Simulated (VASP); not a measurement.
# Rb2Al (C2/m) in VASP: single point with r2SCAN

Aim: the single point of Rb2Al with r2SCAN.

All numbers are computed with VASP 6.6.1; they aren't measurements. Logs are shortened: lines on timing, memory, paths and dates and some standing lists are left out, and cuts for length are marked.

### Step 1. The cell of the first run

It takes space group C2/m (No. 12, monoclinic). Conventional cell: a = 11.807 Å, b = 6.064 Å, c = 7.135 Å, α = 90.00°, β = 126.42°, γ = 90.00°. Within 3.2 Å of Al (site symmetry m) lie 1 Al at 2.42 Å. Rb (site symmetry m) has 7 Rb at 3.45 to 3.90 Å and 4 Al at 3.54 to 3.62 Å within 4.5 Å. Rb (site symmetry m) has 8 Rb at 3.40 to 3.90 Å and 6 Al at 3.73 to 3.94 Å within 4.5 Å.

### Step 2. Single point, r2SCAN

POSCAR

```
Rb2Al
1.0
    0.0000000000      6.0643345929      0.0000000000
    5.9074159809     -3.0321672964     -0.9200771147
    3.4082374710      0.0000000000     -6.2685260688
Al Rb
2 4
Direct
    0.8728167904      0.7456335808      0.6214783129
    0.1271832096      0.2543664192      0.3785216871
    0.1812476786      0.3624953573      0.8254396050
    0.8187523214      0.6375046427      0.1745603950
    0.5019345592      0.0038691183      0.7596319691
    0.4980654408      0.9961308817      0.2403680309
```

INCAR.step1

```
PREC = Accurate
ENCUT = 520
ISMEAR = -1
SIGMA = 0.0175
LREAL = F
LASPH = T
NELM = 100
NBANDS = 30
GGA = PE
ALGO = Normal
EDIFF = 1E-4
LWAVE = T
LCHARG = F
```

INCAR.step2

```
PREC = Accurate
ENCUT = 520
EDIFF = 1E-6
ISMEAR = -1
SIGMA = 0.0175
LREAL = F
LASPH = T
NELM = 100
ALGO = Normal
ISIF = 2
LWAVE = F
LCHARG = F
METAGGA = R2SCAN
LMIXTAU = T
NBANDS = 30
ISTART = 1
```

KPOINTS

```
regular mesh
0
Gamma
  4 4 4
```

Potentials or basis: VASP PAW PBE potentials, release 64 (Al, Rb_sv).

Started as:

```
cat potpaw_PBE.64/Al/POTCAR potpaw_PBE.64/Rb_sv/POTCAR > POTCAR
cp INCAR.step1 INCAR
mpirun -np 1 vasp_std > vasp.out
cp INCAR.step2 INCAR
mpirun -np 1 vasp_std > vasp.out
```

OUTCAR:

```text
PREC = Accurate
   ENCUT = 520
   EDIFF = 1E-6
   ISMEAR = -1
   LREAL = F
   LASPH = T
   NELM = 100
   ISIF = 2
   METAGGA = R2SCAN
   ISTART = 1

 ion  position               nearest neighbor table
   1  0.873  0.746  0.621-   2 2.42   3 3.54   3 3.54   4 3.59   4 3.62   6 3.73   6 3.73   5 3.79
                             5 3.79   5 3.92   6 3.94   3 4.52
   2  0.127  0.254  0.379-   1 2.42   4 3.54   4 3.54   3 3.59   3 3.62   5 3.73   5 3.73   6 3.79
                             6 3.79   6 3.92   5 3.94   4 4.52
   3  0.181  0.362  0.825-   4 3.45   1 3.54   1 3.54   6 3.55   5 3.57   2 3.59   2 3.62   6 3.86
                             6 3.86   5 3.90   5 3.90   1 4.52   4 4.80   4 4.80   4 4.92   4 4.92
   4  0.819  0.638  0.175-   3 3.45   2 3.54   2 3.54   5 3.55   6 3.57   1 3.59   1 3.62   5 3.86
                             5 3.86   6 3.90   6 3.90   2 4.52   3 4.80   3 4.80   3 4.92   3 4.92
   5  0.502  0.004  0.760-   6 3.40   4 3.55   3 3.57   2 3.73   2 3.73   6 3.73   1 3.79   1 3.79
                             4 3.86   4 3.86   3 3.90   3 3.90   1 3.92   2 3.94   6 5.61   6 5.61
   6  0.498  0.996  0.240-   5 3.40   3 3.55   4 3.57   1 3.73   1 3.73   5 3.73   2 3.79   2 3.79
                             3 3.86   3 3.86   4 3.90   4 3.90   2 3.92   1 3.94   5 5.61   5 5.61

  LATTYP: Found a base centered monoclinic cell.
 ALAT       =    11.8070825252
 B/A-ratio  =     0.5136183795
 C/A-ratio  =     0.6043118213
 COS(beta)  =    -0.5937200757

  Lattice vectors:

 A1 = (   2.4991785099,   3.0321672965,   5.3484489541)
 A2 = (   2.4991785099,  -3.0321672964,   5.3484489541)
 A3 = (   3.4082374710,   0.0000000000,  -6.2685260688)

Analysis of symmetry for initial positions (statically):
=====================================================================
 Subroutine PRICEL returns:
 Original cell was already a primitive cell.

 Routine SETGRP: Setting up the symmetry group for a
 base centered monoclinic supercell.

 Subroutine GETGRP returns: Found  4 space group operations
 (whereof  4 operations were pure point group operations)
 out of a pool of  4 trial point group operations.

The static configuration has the point symmetry C_2h.

Analysis of symmetry for dynamics (positions and initial velocities):
=====================================================================
 Subroutine PRICEL returns:
 Original cell was already a primitive cell.

 Routine SETGRP: Setting up the symmetry group for a
 base centered monoclinic supercell.

 Subroutine GETGRP returns: Found  4 space group operations
 (whereof  4 operations were pure point group operations)
 out of a pool of  4 trial point group operations.

The dynamic configuration has the point symmetry C_2h.

 Subroutine INISYM returns: Found  4 space group operations
 (whereof  4 operations are pure point group operations),
 and found     1 'primitive' translations

----------------------------------------------------------------------------------------

                                     Primitive cell

  volume of cell :     205.5503

  direct lattice vectors                    reciprocal lattice vectors
     0.000000000  6.064334593  0.000000000     0.092469912  0.164898553  0.050276479
     5.907415981 -3.032167296 -0.920077115     0.184939825  0.000000000  0.100552958
     3.408237471  0.000000000 -6.268526069    -0.027144962  0.000000000 -0.174286023

  length of vectors
     6.064334593  6.703591872  7.135159545     0.195627048  0.210508043  0.176387263

  position of ions in fractional coordinates (direct lattice)
     0.872816790  0.745633581  0.621478313
     0.127183210  0.254366419  0.378521687
     0.181247679  0.362495357  0.825439605
     0.818752321  0.637504643  0.174560395
     0.501934559  0.003869118  0.759631969
     0.498065441  0.996130882  0.240368031

  ion indices of the primitive-cell ions
   primitive index   ion index
                 1           1
                 2           2
                 3           3
                 4           4
                 5           5
                 6           6

----------------------------------------------------------------------------------------

 KPOINTS: regular mesh

Automatic generation of k-mesh.
 Grid dimensions read from file:
 generate k-points for:    4    4    4

 Generating k-lattice:

  Cartesian coordinates                     Fractional coordinates (reciprocal lattice)
     0.023117478  0.041224638  0.012569120     0.250000000  0.000000000  0.000000000
     0.046234956  0.000000000  0.025138240     0.000000000  0.250000000 -0.000000000
    -0.006786240  0.000000000 -0.043571506     0.000000000  0.000000000  0.250000000

  Length of vectors
     0.048906762  0.052627011  0.044096816

  Shift w.r.t. Gamma in fractional coordinates (k-lattice)
     0.000000000  0.000000000  0.000000000

 Subroutine IBZKPT returns following result:
 ===========================================

 Found     24 irreducible k-points:

 Following reciprocal coordinates:
            Coordinates               Weight
  0.000000  0.000000  0.000000      1.000000
  0.250000  0.000000  0.000000      4.000000
  0.500000  0.000000  0.000000      2.000000
  0.000000  0.250000 -0.000000      2.000000
  0.250000  0.250000 -0.000000      4.000000
  0.500000  0.250000  0.000000      2.000000
[... 16 lines left out ...]
  0.500000  0.250000  0.500000      2.000000
  0.000000  0.500000  0.500000      1.000000
   k-points           NKPTS =     24   k-points in BZ     NKDIM =     24   number of bands    NBANDS=     30
   number of dos      NEDOS =    301   number of ions     NIONS =      6
   total plane-waves  NPLWV = 129600
   dimension x,y,z NGX =    48 NGY =   50 NGZ =   54
   dimension x,y,z NGXF=    96 NGYF=  100 NGZF=  108
   ions per type =               2   4
   NGX,Y,Z   is equivalent  to a cutoff of  13.16, 12.40, 12.58 a.u.
   NGXF,Y,Z  is equivalent  to a cutoff of  26.32, 24.80, 25.16 a.u.
 SYSTEM =  unknown system
   PREC   = accura    normal or accurate (medium, high low for compatibility)
   ISTART =      1    job   : 0-new  1-cont  2-samecut
   ICHARG =      0    charge: 1-file 2-atom 10-const
   ISPIN  =      1    spin polarized calculation?
   LNONCOLLINEAR =      F non collinear calculations
   LSORBIT =      F    spin-orbit coupling
   LASPH  =      T    aspherical Exc in radial PAW
   ENCUT  =  520.0 eV  38.22 Ry    6.18 a.u.  11.28 12.46 13.27*2*pi/ulx,y,z
   NELM   =    100;   NELMIN=  2; NELMDL=  0     # of ELM steps
   EDIFF  = 0.1E-05   stopping-criterion for ELM
   LREAL  =      F    real-space projection
   EDIFFG = 0.1E-04   stopping-criterion for IOM
   NSW    =      0    number of steps for IOM
   IBRION =     -1    ionic relax: 0-MD 1-quasi-New 2-CG
   NFREE  =      0    steps in history (QN), initial steepest desc. (CG)
   ISIF   =      2    stress and relaxation
   ISYM   =      2    0-nonsym 1-usesym 2-fastsym
   POTIM  = 0.5000    time-step for ionic-motion
   TEBEG  =    0.0;   TEEND  =   0.0 temperature during run
   PSTRESS=    0.0 pullay stress
   NELECT =      42.0000    total number of electrons
   NUPDOWN=      -1.0000    fix difference up-down
   EMIN   =  10.00;   EMAX   =-10.00  energy-range for DOS
   EFERMI =   0.00;   METHOD = LEGACY
   ISMEAR =    -1;   SIGMA  =   0.02  broadening in eV -4-tet -1-fermi 0-gaus
   EFERMI_NEDOS =   21; number of points for ismear=-14 and -15
   IALGO  =     38    algorithm
   IMIX   =      4    mixing-type and parameters
     AMIX     =   0.40;   BMIX     =  1.00
     AMIX_MAG =   1.60;   BMIX_MAG =  1.00
  volume/ion in A,a.u.               =      34.26       231.19
  Fermi-wavevector in a.u.,A,eV,Ry     =   0.964240  1.822150 12.650140  0.929759
  Thomas-Fermi vector in A             =   2.093855
   LORBIT       =      0    0 simple, 1 ext, 2 COOP (PROOUT), +10 PAW based schemes
   METAGGA = R2SCAN    functional components
   LHFCALC =     F    Hartree Fock is set to
   AEXX    =    0.0000 exact exchange contribution
   IVDW    =     0    specifies the selected vdW correction
   LEPSILON=     F    determine dielectric tensor
   LRPA    =     F    only Hartree local field effects (RPA)
 non-spin polarized calculation
  energy-cutoff  :      520.00
  volume of cell :      205.55
 maximum number of plane-waves:      5556
 NGX is ok and might be reduce to    48
   NGX = 23   NGY = 25   NGZ = 27

 number of electron      42.0000000 magnetization

 Free energy of the ion-electron system (eV)
  ---------------------------------------------------
  ext. energy  EPLUGINS =         0.00000000
  ---------------------------------------------------
  free energy    TOTEN  =       -66.81381838 eV

  energy without entropy =      -66.81198274  energy(sigma->0) =      -66.81290056

 E-fermi :   2.7364     XC(G=0):  -8.4827

 val. band max:        2.7300491258   @ k =   0.5000  -0.0000   0.5000
 cond. band min:       2.7364644831   @ k =   0.5000   0.2500   0.0000
 fundamental gap:      0.0064153573
 Fermi energy:         2.7363813592

 k-point     1 :       0.0000    0.0000    0.0000
  band No.  band energies     occupation
      1     -27.0715      2.00000
      2     -26.8923      2.00000
      3     -26.8919      2.00000
      4     -26.8810      2.00000
      5     -11.4868      2.00000
      6     -10.9118      2.00000
[... 22 lines left out ...]
     29       6.0925      0.00000
     30       6.5746      0.00000

 k-point     2 :       0.2500    0.0000    0.0000
  band No.  band energies     occupation
      1     -27.0506      2.00000
      2     -26.9273      2.00000
      3     -26.8835      2.00000
      4     -26.8757      2.00000
      5     -11.4402      2.00000
      6     -11.0955      2.00000
[... 22 lines left out ...]
     29       6.5159      0.00000
     30       6.9717      0.00000

 k-point     3 :       0.5000    0.0000    0.0000
  band No.  band energies     occupation
      1     -27.0154      2.00000
      2     -26.9662      2.00000
      3     -26.8830      2.00000
      4     -26.8733      2.00000
      5     -11.3312      2.00000
      6     -11.2803      2.00000
[... 682 lines left out ...]
     29       6.4020      0.00000
     30       6.6221      0.00000

 k-point    24 :       0.0000    0.5000    0.5000
  band No.  band energies     occupation
      1     -27.0078      2.00000
      2     -26.9565      2.00000
      3     -26.9240      2.00000
      4     -26.8503      2.00000
      5     -11.2538      2.00000
      6     -10.8598      2.00000
[... 22 lines left out ...]
     29       5.9342      0.00000
     30       7.0723      0.00000

------------------------ aborting loop because EDIFF is reached ----------------------------------------

  FORCE on cell =-STRESS in cart. coord.  units (eV):
  Direction    XX          YY          ZZ          XY          YZ          ZX
  --------------------------------------------------------------------------------------
  -------------------------------------------------------------------------------------
  Total        6.3802658      6.4471128      6.4397220      0.0000000      0.0000000     -0.0181622
  in kB       49.7314597     50.2525033     50.1948956      0.0000000      0.0000000     -0.1415669
  external PRESSURE =      50.0596195 kB  Pullay stress =       0.0000000 kB

 VOLUME and BASIS-vectors are now :
 -----------------------------------------------------------------------------
  energy-cutoff  :      520.00
  volume of cell :      205.55
      direct lattice vectors                 reciprocal lattice vectors
     0.000000000  6.064334593  0.000000000     0.092469912  0.164898553  0.050276479
     5.907415981 -3.032167296 -0.920077115     0.184939825  0.000000000  0.100552958
     3.408237471  0.000000000 -6.268526069    -0.027144962  0.000000000 -0.174286023

 POSITION                                       TOTAL-FORCE (eV/Angst)
 -----------------------------------------------------------------------------------
      6.52291      3.03217     -4.58179         0.009579      0.000000      0.005918
      2.79274      0.00000     -2.60681        -0.009579     -0.000000     -0.005918
      4.95471     -0.00000     -5.50781         0.011288      0.000000      0.004997
      4.36095      3.03217     -1.68079        -0.011288     -0.000000     -0.004997
      2.61186      3.03217     -4.76533        -0.015039     -0.000000      0.009202
      6.70379     -0.00000     -2.42327         0.015039      0.000000     -0.009202
 -----------------------------------------------------------------------------------
    total drift:                                0.000000      0.000000     -0.000000

  FREE ENERGIE OF THE ION-ELECTRON SYSTEM (eV)
  ---------------------------------------------------
  free  energy   TOTEN  =       -66.8138183793 eV

  energy  without entropy=      -66.8119827397  energy(sigma->0) =      -66.81290056
```

It took 29 min on 1 thread of Oxide Virtual Turin-like, shared host; peak memory 0.4 GiB.

Results:

| Item | Value |
| --- | --- |
| Free energy | -66.8138 eV |
| Pressure | 5.0 GPa |
| Largest force | 0.018 eV/Å |
| Band gap on the k mesh | zero (band 21 reaches 2.74 eV, above the bottom of band 22 at 2.73 eV) |

Forces on the atoms (eV/Å):
```
Al   0.010  0.000  0.006
Al  -0.010  0.000 -0.006
Rb   0.011  0.000  0.005
Rb  -0.011  0.000 -0.005
Rb  -0.015  0.000  0.009
Rb   0.015  0.000 -0.009
```

Levels at points of the mesh, in eV from the Fermi level:
| k point | band 18 | band 19 | band 20 | band 21 | band 22 | band 23 | band 24 | band 25 |
| --- | --- | --- | --- | --- | --- | --- | --- | --- |
| (0.00, 0.00, 0.00) | -2.93 | -0.98 | -0.52 | -0.38 | 0.69 | 1.31 | 1.41 | 2.49 |
| (0.50, 0.00, 0.00) | -3.19 | -1.06 | -0.23 | -0.14 | 0.33 | 0.75 | 1.70 | 2.58 |
| (0.00, 0.50, 0.00) | -3.39 | -0.87 | -0.74 | -0.65 | 1.40 | 1.79 | 1.97 | 2.07 |
| (0.00, 0.00, 0.50) | -3.17 | -1.14 | -0.64 | -0.48 | 0.84 | 0.85 | 2.19 | 2.39 |
| (0.50, 0.00, 0.50) | -2.81 | -1.54 | -0.43 | -0.42 | -0.01 | 1.73 | 1.87 | 2.16 |
| (0.00, 0.50, 0.50) | -3.24 | -1.06 | -0.60 | -0.51 | 0.89 | 0.90 | 2.18 | 2.31 |

Caveat: the PAW data sets were made with another functional, which shifts forces and pressure a little.
